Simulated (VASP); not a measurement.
# Te: single point with BLYP

Crystal: Te.

```xyz
4
Lattice="9.2140 0.0000 0.0000 0.0000 3.1522 0.0000 0.0000 0.0000 4.4566" Properties=species:S:1:pos:R:3 pbc="T T T"
Te    6.9105    1.5761    2.3202
Te    2.3035    1.5761    2.1364
Te    0.0000    1.5761    0.0000
Te    4.6070    1.5761    0.0000
```

| Item | Value |
| --- | --- |
| Program | VASP 6.6.1 |
| Task | single point |
| Functional | BLYP |
| Potentials or basis | VASP PAW PBE potentials, release 64 (Te) |
| Cutoff | 520 eV |
| k mesh | 3 × 7 × 5 |
| Occupations | fermi-dirac, width 0.15 eV |
| Spin | no spin polarisation |

```json
{
  "Pressure": "5.4 GPa",
  "Largest force": "0.005 eV/Å",
  "Band gap on the k mesh": "zero (band 12 reaches 9.06 eV, above the bottom of band 13 at 5.63 eV)"
}
```

Forces in eV/Å, atoms in the order of the input:
```
Te   0.000  0.000  0.005
Te   0.000  0.000 -0.005
Te   0.000  0.000  0.000
Te   0.000  0.000  0.000
```

Stress tensor (GPa, compression positive):
```
4.74 0.00 0.00
0.00 6.44 0.00
0.00 0.00 4.88
```

Levels at points of the mesh, in eV from the Fermi level:
```tsv
k point	band 9	band 10	band 11	band 12	band 13	band 14	band 15	band 16
(0.00, 0.00, 0.00)	-2.40	-2.39	0.91	1.08	1.33	2.37	2.47	2.47
```

It took 2.1 min on 1 thread of AMD EPYC 7R13 Processor (Zen 3), on a shared host, peak memory 0.21 GiB.

Caveat: the PAW data sets were made with another functional, which shifts forces and pressure a little; spin-orbit coupling is left out, which moves the levels of the heavy elements.
